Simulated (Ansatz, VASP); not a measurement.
# Te2Mo: VASP beside Ansatz

File INCAR:

```
SYSTEM = Te2Mo
PREC = Accurate
ENCUT = 520
EDIFF = 1E-6
ISMEAR = 0
SIGMA = 0.05
LREAL = .FALSE.
LASPH = .TRUE.
NELM = 100
ALGO = Normal
ISIF = 2
LWAVE = .FALSE.
LCHARG = .TRUE.
GGA = PE
LELF = .TRUE.
LVHAR = .TRUE.
NBANDS = 35
```

Contents of KPOINTS:

```
regular mesh
0
G
  12 12 2
  0 0 0
```

POSCAR

```
Te2Mo
1.0
    3.5570664331      0.0000000000      0.0000000000
   -1.7785332165      3.0805098940      0.0000000000
    0.0000000000      0.0000000000     15.2047186580
Te Mo
4 2
Direct
    0.3333333333      0.6666666667      0.6212289967
    0.6666666667      0.3333333333      0.1310943552
    0.3333333333      0.6666666667      0.8689056448
    0.6666666667      0.3333333333      0.3689056448
    0.3333333333      0.6666666667      0.2500000000
    0.6666666667      0.3333333333      0.7500000000
```

Input for Ansatz:

```yaml
crystal:
  lattice:
    - [3.5570664331, 0.0, 0.0]
    - [-1.7785332165, 3.080509894, 0.0]
    - [0.0, 0.0, 15.204718658]
  atoms:
    - { symbol: Te, position: [0.3333333333, 0.6666666667, 0.6212289967] }
    - { symbol: Te, position: [0.6666666667, 0.3333333333, 0.1310943552] }
    - { symbol: Te, position: [0.3333333333, 0.6666666667, 0.8689056448] }
    - { symbol: Te, position: [0.6666666667, 0.3333333333, 0.3689056448] }
    - { symbol: Mo, position: [0.3333333333, 0.6666666667, 0.25] }
    - { symbol: Mo, position: [0.6666666667, 0.3333333333, 0.75] }
basis:
  ecutwfc: 420
kpoints:
  mp_grid: { grid: [12, 12, 2] }
hamiltonian:
  xc: pbe
scf:
  occupations: { method: gaussian, width: 0.05 }
output:
  forces: true
  stress: true
  eigenvalues: true
```

Alike in both runs: task single point; functional PBE; k mesh 12 × 12 × 2; occupations gaussian, width 0.05 eV; no spin polarisation.

```csv
,VASP,Ansatz
version,VASP 6.6.1,Ansatz 0.2.0
potentials or method,"VASP PAW PBE potentials, release 64 (Te, Mo_sv), cutoff 520 eV","scalar-relativistic, plane waves, PAW"
valence electrons in the cell,52,92
```

```tsv
	VASP	Ansatz	Ansatz less VASP
gap on the k mesh at the Fermi level (eV)	0.86	0.86	-0.002
least direct gap on the mesh (eV)	0.94	0.95	+0.003
pressure (GPa)	-1.7	-1.7	+0.01
traceless stress, the component that is largest in VASP (GPa)	-1.27	-1.32	-0.051
rms of the force components (eV/Å)	0.448	0.449	+0.0011
```

Atom by atom the forces differ by 0.005 eV/Å (rms over components). VASP's potentials hold 52 valence electrons a cell and Ansatz's 92, so a difference there can come from the potentials and not from the codes.

Neither program's run includes spin-orbit coupling.
